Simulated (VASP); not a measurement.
# InSb (I-4m2) in VASP: notebook

InSb is run at these levels: r2SCAN; tasks: single point.

Program: VASP 6.6.1. These are calculated values, not measurements. Logs are shortened: lines on timing, memory, paths and dates and some standing lists are left out, and cuts for length are marked.

## 1. The cell of the first run

Symmetry: I-4m2, No. 119, tetragonal system. The conventional cell has a = 4.581 Å, b = 4.581 Å, c = 6.349 Å, α = 90.00°, β = 90.00°, γ = 90.00°. Within 3.7 Å of In (site symmetry -4m2) lie 4 Sb at 2.79 Å. Sb (site symmetry -4m2) has 4 In at 2.79 Å within 3.7 Å.

## 2. Single point, r2SCAN (strain -0.0200 x Voigt [0, 0, 1, 0, 0, 0])

POSCAR

```
InSb
1.0
    0.0000000000      3.2391000000      3.1743180000
    3.2391000000      0.0000000000      3.1743180000
    3.2391000000      3.2391000000      0.0000000000
In Sb
1 1
Direct
    0.0000000000      0.0000000000      0.0000000000
    0.7500000000      0.7500000000      0.7500000000
```

INCAR.step1

```
ALGO = Normal
EDIFF = 1E-4
ENCUT = 520
GGA = PE
ISMEAR = 0
LASPH = T
LCHARG = F
LREAL = F
LWAVE = T
NBANDS = 16
NELM = 100
PREC = Accurate
SIGMA = 0.03
```

INCAR.step2

```
ALGO = Normal
EDIFF = 1E-6
ENCUT = 520
ISIF = 2
ISMEAR = 0
ISTART = 1
LASPH = T
LCHARG = F
LMIXTAU = T
LREAL = F
LWAVE = F
METAGGA = R2SCAN
NBANDS = 16
NELM = 100
PREC = Accurate
SIGMA = 0.03
```

KPOINTS

```
k-points
0
Gamma
  10 10 10
```

Potentials or basis: VASP PAW PBE potentials, release 64 (In_d, Sb).

Started as:

```bash
$ cat potpaw_PBE.64/In_d/POTCAR potpaw_PBE.64/Sb/POTCAR > POTCAR
$ cp INCAR.step1 INCAR
$ mpirun -np 1 vasp_std > vasp.out
$ cp INCAR.step2 INCAR
$ mpirun -np 1 vasp_std > vasp.out
```

OUTCAR:

```text
EDIFF = 1E-6
   ENCUT = 520
   ISIF = 2
   ISMEAR = 0
   ISTART = 1
   LASPH = T
   LREAL = F
   METAGGA = R2SCAN
   NELM = 100
   PREC = Accurate

 ion  position               nearest neighbor table
   1  0.000  0.000  0.000-   2 2.79   2 2.79   2 2.79   2 2.79
   2  0.750  0.750  0.750-   1 2.79   1 2.79   1 2.79   1 2.79

  LATTYP: Found a body centered tetragonal cell.
 ALAT       =     4.5807791499
 C/A-ratio  =     1.3859292911

  Lattice vectors:

 A1 = (   0.0000000000,  -3.2391000000,  -3.1743180000)
 A2 = (   0.0000000000,   3.2391000000,  -3.1743180000)
 A3 = (   3.2391000000,   0.0000000000,   3.1743180000)

Analysis of symmetry for initial positions (statically):
=====================================================================
 Subroutine PRICEL returns:
 Original cell was already a primitive cell.

 Routine SETGRP: Setting up the symmetry group for a
 body centered tetragonal supercell.

 Subroutine GETGRP returns: Found  8 space group operations
 (whereof  8 operations were pure point group operations)
 out of a pool of 16 trial point group operations.

The static configuration has the point symmetry D_2d.

Analysis of symmetry for dynamics (positions and initial velocities):
=====================================================================
 Subroutine PRICEL returns:
 Original cell was already a primitive cell.

 Routine SETGRP: Setting up the symmetry group for a
 body centered tetragonal supercell.

 Subroutine GETGRP returns: Found  8 space group operations
 (whereof  8 operations were pure point group operations)
 out of a pool of 16 trial point group operations.

The dynamic configuration has the point symmetry D_2d.

 Subroutine INISYM returns: Found  8 space group operations
 (whereof  8 operations are pure point group operations),
 and found     1 'primitive' translations

----------------------------------------------------------------------------------------

                                     Primitive cell

  volume of cell :      66.6084

  direct lattice vectors                    reciprocal lattice vectors
     0.000000000  3.239100000  3.174318000    -0.154363867  0.154363867  0.157514149
     3.239100000  0.000000000  3.174318000     0.154363867 -0.154363867  0.157514149
     3.239100000  3.239100000  0.000000000     0.154363867  0.154363867 -0.157514149

  length of vectors
     4.535202705  4.535202705  4.580779150     0.269197165  0.269197165  0.269197165

  position of ions in fractional coordinates (direct lattice)
     0.000000000  0.000000000  0.000000000
     0.750000000  0.750000000  0.750000000

  ion indices of the primitive-cell ions
   primitive index   ion index
                 1           1
                 2           2

----------------------------------------------------------------------------------------

 KPOINTS: k-points

Automatic generation of k-mesh.
 Grid dimensions read from file:
 generate k-points for:   10   10   10

 Generating k-lattice:

  Cartesian coordinates                     Fractional coordinates (reciprocal lattice)
    -0.015436387  0.015436387  0.015751415     0.100000000  0.000000000  0.000000000
     0.015436387 -0.015436387  0.015751415     0.000000000  0.100000000  0.000000000
     0.015436387  0.015436387 -0.015751415    -0.000000000 -0.000000000  0.100000000

  Length of vectors
     0.026919717  0.026919717  0.026919717

  Shift w.r.t. Gamma in fractional coordinates (k-lattice)
     0.000000000  0.000000000  0.000000000

 Subroutine IBZKPT returns following result:
 ===========================================

 Found    102 irreducible k-points:

 Following reciprocal coordinates:
            Coordinates               Weight
  0.000000  0.000000  0.000000      1.000000
  0.100000  0.000000  0.000000      8.000000
  0.200000  0.000000  0.000000      8.000000
  0.300000 -0.000000  0.000000      8.000000
  0.400000 -0.000000  0.000000      8.000000
  0.500000  0.000000  0.000000      4.000000
[... 16 lines left out ...]
  0.300000  0.300000  0.000000      2.000000
  0.400000  0.300000  0.000000      8.000000
 [... further k-points ...]
   k-points           NKPTS =    102   k-points in BZ     NKDIM =    102   number of bands    NBANDS=     16
   number of dos      NEDOS =    301   number of ions     NIONS =      2
   total plane-waves  NPLWV =  46656
   dimension x,y,z NGX =    36 NGY =   36 NGZ =   36
   dimension x,y,z NGXF=    72 NGYF=   72 NGZF=   72
   ions per type =               1   1
   NGX,Y,Z   is equivalent  to a cutoff of  13.20, 13.20, 13.07 a.u.
   NGXF,Y,Z  is equivalent  to a cutoff of  26.39, 26.39, 26.13 a.u.
 SYSTEM =  unknown system
   PREC   = accura    normal or accurate (medium, high low for compatibility)
   ISTART =      1    job   : 0-new  1-cont  2-samecut
   ICHARG =      0    charge: 1-file 2-atom 10-const
   ISPIN  =      1    spin polarized calculation?
   LNONCOLLINEAR =      F non collinear calculations
   LSORBIT =      F    spin-orbit coupling
   LASPH  =      T    aspherical Exc in radial PAW
   ENCUT  =  520.0 eV  38.22 Ry    6.18 a.u.   8.43  8.43  8.52*2*pi/ulx,y,z
   NELM   =    100;   NELMIN=  2; NELMDL=  0     # of ELM steps
   EDIFF  = 0.1E-05   stopping-criterion for ELM
   LREAL  =      F    real-space projection
   EDIFFG = 0.1E-04   stopping-criterion for IOM
   NSW    =      0    number of steps for IOM
   IBRION =     -1    ionic relax: 0-MD 1-quasi-New 2-CG
   NFREE  =      0    steps in history (QN), initial steepest desc. (CG)
   ISIF   =      2    stress and relaxation
   ISYM   =      2    0-nonsym 1-usesym 2-fastsym
   POTIM  = 0.5000    time-step for ionic-motion
   TEBEG  =    0.0;   TEEND  =   0.0 temperature during run
   PSTRESS=    0.0 pullay stress
   NELECT =      18.0000    total number of electrons
   NUPDOWN=      -1.0000    fix difference up-down
   EMIN   =  10.00;   EMAX   =-10.00  energy-range for DOS
   EFERMI =   0.00;   METHOD = LEGACY
   ISMEAR =     0;   SIGMA  =   0.03  broadening in eV -4-tet -1-fermi 0-gaus
   EFERMI_NEDOS =   21; number of points for ismear=-14 and -15
   IALGO  =     38    algorithm
   IMIX   =      4    mixing-type and parameters
     AMIX     =   0.40;   BMIX     =  1.00
     AMIX_MAG =   1.60;   BMIX_MAG =  1.00
  volume/ion in A,a.u.               =      33.30       224.75
  Fermi-wavevector in a.u.,A,eV,Ry     =   1.058415  2.000114 15.241820  1.120242
  Thomas-Fermi vector in A             =   2.193723
   LORBIT       =      0    0 simple, 1 ext, 2 COOP (PROOUT), +10 PAW based schemes
   METAGGA = R2SCAN    functional components
   LHFCALC =     F    Hartree Fock is set to
   AEXX    =    0.0000 exact exchange contribution
   IVDW    =     0    specifies the selected vdW correction
   LEPSILON=     F    determine dielectric tensor
   LRPA    =     F    only Hartree local field effects (RPA)
 non-spin polarized calculation
 Gauss-broadening in eV      SIGMA  =   0.03
  energy-cutoff  :      520.00
  volume of cell :       66.61
 maximum number of plane-waves:      1822
 NGX is ok and might be reduce to    36
   NGX = 17   NGY = 17   NGZ = 17

 number of electron      17.9999996 magnetization

 Free energy of the ion-electron system (eV)
  ---------------------------------------------------
  ext. energy  EPLUGINS =         0.00000000
  ---------------------------------------------------
  free energy    TOTEN  =       -48.73367629 eV

  energy without entropy =      -48.73367629  energy(sigma->0) =      -48.73367629

 E-fermi :   5.3671     XC(G=0):  -9.3364

 val. band max:        5.2145990021   @ k =   0.0000   0.0000   0.0000
 cond. band min:       5.5102597800   @ k =   0.0000   0.0000   0.0000
 fundamental gap:      0.2956607779
 Fermi energy:         5.3671429089

 k-point     1 :       0.0000    0.0000    0.0000
  band No.  band energies     occupation
      1      -9.9966      2.00000
      2      -9.9966      2.00000
      3      -9.9926      2.00000
      4      -9.8883      2.00000
      5      -9.8852      2.00000
      6      -6.1148      2.00000
[... 8 lines left out ...]
     15      13.7315      0.00000
     16      14.0260      0.00000

 k-point     2 :       0.1000    0.0000    0.0000
  band No.  band energies     occupation
      1     -10.0011      2.00000
      2      -9.9941      2.00000
      3      -9.9911      2.00000
      4      -9.8885      2.00000
      5      -9.8854      2.00000
      6      -6.0153      2.00000
[... 8 lines left out ...]
     15      13.1226      0.00000
     16      13.3280      0.00000

 k-point     3 :       0.2000    0.0000    0.0000
  band No.  band energies     occupation
      1     -10.0151      2.00000
      2      -9.9877      2.00000
      3      -9.9851      2.00000
      4      -9.8889      2.00000
      5      -9.8853      2.00000
      6      -5.7281      2.00000
[... 8 lines left out ...]
     15      12.7651      0.00000
     16      12.9209      0.00000

 k-point     4 :       0.3000   -0.0000    0.0000
  band No.  band energies     occupation
      1     -10.0323      2.00000
      2      -9.9806      2.00000
      3      -9.9780      2.00000
      4      -9.8888      2.00000
      5      -9.8845      2.00000
      6      -5.2957      2.00000
[... 8 lines left out ...]
     15      13.1115      0.00000
     16      13.1323      0.00000

 k-point     5 :       0.4000   -0.0000    0.0000
  band No.  band energies     occupation
      1     -10.0460      2.00000
      2      -9.9754      2.00000
      3      -9.9729      2.00000
      4      -9.8880      2.00000
      5      -9.8832      2.00000
      6      -4.8345      2.00000
[... 8 lines left out ...]
     15      14.0130      0.00000
     16      14.0917      0.00000

 k-point     6 :       0.5000    0.0000    0.0000
  band No.  band energies     occupation
      1     -10.0512      2.00000
      2      -9.9736      2.00000
      3      -9.9711      2.00000
      4      -9.8876      2.00000
      5      -9.8825      2.00000
      6      -4.6092      2.00000
[... 8 lines left out ...]
     15      14.8847      0.00000
     16      15.0309      0.00000

 k-point     7 :       0.1000    0.1000    0.0000
  band No.  band energies     occupation
      1     -10.0030      2.00000
      2      -9.9917      2.00000
      3      -9.9917      2.00000
      4      -9.8901      2.00000
      5      -9.8841      2.00000
      6      -5.9791      2.00000
[... 8 lines left out ...]
     15      12.6637      0.00000
     16      13.8423      0.00000

 k-point     8 :       0.2000    0.1000    0.0000
  band No.  band energies     occupation
      1     -10.0162      2.00000
      2      -9.9858      2.00000
      3      -9.9853      2.00000
      4      -9.8920      2.00000
      5      -9.8831      2.00000
      6      -5.7509      2.00000
[... 8 lines left out ...]
     15      13.0228      0.00000
     16      13.5657      0.00000

 k-point     9 :       0.3000    0.1000    0.0000
  band No.  band energies     occupation
      1     -10.0324      2.00000
      2      -9.9788      2.00000
      3      -9.9780      2.00000
      4      -9.8929      2.00000
      5      -9.8821      2.00000
      6      -5.3610      2.00000
[... 8 lines left out ...]
     15      13.2491      0.00000
     16      13.7197      0.00000
[... 172 lines left out ...]
 k-point    19 :       0.5000    0.2000    0.0000
  band No.  band energies     occupation
      1     -10.0618      2.00000
      2      -9.9643      2.00000
      3      -9.9624      2.00000
      4      -9.8965      2.00000
      5      -9.8802      2.00000
      6      -4.4227      2.00000
[... 8 lines left out ...]
     15      15.1054      0.00000
     16      15.1136      0.00000

 k-point    20 :      -0.4000    0.2000    0.0000
  band No.  band energies     occupation
      1     -10.0604      2.00000
      2      -9.9645      2.00000
      3      -9.9642      2.00000
      4      -9.8928      2.00000
      5      -9.8832      2.00000
      6      -4.3708      2.00000
[... 8 lines left out ...]
     15      13.7110      0.00000
     16      14.7680      0.00000

 k-point    21 :      -0.3000    0.2000    0.0000
  band No.  band energies     occupation
      1     -10.0521      2.00000
      2      -9.9697      2.00000
      3      -9.9668      2.00000
      4      -9.8895      2.00000
      5      -9.8863      2.00000
      6      -4.7042      2.00000
[... 8 lines left out ...]
     15      13.7308      0.00000
     16      15.2165      0.00000

 k-point    22 :      -0.2000    0.2000    0.0000
  band No.  band energies     occupation
      1     -10.0395      2.00000
      2      -9.9776      2.00000
      3      -9.9710      2.00000
      4      -9.8878      2.00000
      5      -9.8877      2.00000
      6      -5.1514      2.00000
[... 8 lines left out ...]
     15      14.1256      0.00000
     16      14.6386      0.00000

 k-point    23 :       0.3000    0.3000    0.0000
  band No.  band energies     occupation
      1     -10.0590      2.00000
      2      -9.9622      2.00000
      3      -9.9622      2.00000
      4      -9.9035      2.00000
      5      -9.8775      2.00000
      6      -4.9756      2.00000
[... 8 lines left out ...]
     15      14.7119      0.00000
     16      15.6151      0.00000

 k-point    24 :       0.4000    0.3000    0.0000
  band No.  band energies     occupation
      1     -10.0702      2.00000
      2      -9.9564      2.00000
      3      -9.9557      2.00000
      4      -9.9057      2.00000
      5      -9.8764      2.00000
      6      -4.5878      2.00000
[... 8 lines left out ...]
     15      15.2736      0.00000
     16      16.0028      0.00000

 [... further k-points ...]

------------------------ aborting loop because EDIFF is reached ----------------------------------------

  FORCE on cell =-STRESS in cart. coord.  units (eV):
  Direction    XX          YY          ZZ          XY          YZ          ZX
  --------------------------------------------------------------------------------------
  -------------------------------------------------------------------------------------
  Total        1.0705239      1.0705239      1.3101134      0.0000000      0.0000000      0.0000000
  in kB       25.7500337     25.7500337     31.5130415      0.0000000      0.0000000      0.0000000
  external PRESSURE =      27.6710363 kB  Pullay stress =       0.0000000 kB

 VOLUME and BASIS-vectors are now :
 -----------------------------------------------------------------------------
  energy-cutoff  :      520.00
  volume of cell :       66.61
      direct lattice vectors                 reciprocal lattice vectors
     0.000000000  3.239100000  3.174318000    -0.154363867  0.154363867  0.157514149
     3.239100000  0.000000000  3.174318000     0.154363867 -0.154363867  0.157514149
     3.239100000  3.239100000  0.000000000     0.154363867  0.154363867 -0.157514149

 POSITION                                       TOTAL-FORCE (eV/Angst)
 -----------------------------------------------------------------------------------
      0.00000      0.00000      0.00000        -0.000000     -0.000000     -0.000000
      4.85865      4.85865      4.76148         0.000000      0.000000      0.000000
 -----------------------------------------------------------------------------------
    total drift:                                0.000002      0.000002      0.000004

  FREE ENERGIE OF THE ION-ELECTRON SYSTEM (eV)
  ---------------------------------------------------
  free  energy   TOTEN  =       -48.7336762857 eV

  energy  without entropy=      -48.7336762857  energy(sigma->0) =      -48.73367629
```

Wall time 3.6 min (1 thread of Intel Xeon Platinum 8488C (Sapphire Rapids), shared host); peak memory 0.29 GiB.

What came out:

| Quantity | Value |
| --- | --- |
| Free energy | -48.7337 eV |
| Pressure | 2.8 GPa |
| Band gap on the k mesh | 0.30 eV, direct |

Stress tensor (GPa, compression positive):
```
2.58 0.00 0.00
0.00 2.58 0.00
0.00 0.00 3.15
```

Caveat: the cell differs from its parent crystal (strain -0.0200 x Voigt [0, 0, 1, 0, 0, 0]); the PAW data sets were made with another functional, which shifts forces and pressure a little; spin-orbit coupling is left out, which moves the levels of the heavy elements.

(Part 1 of 2 ends here.)
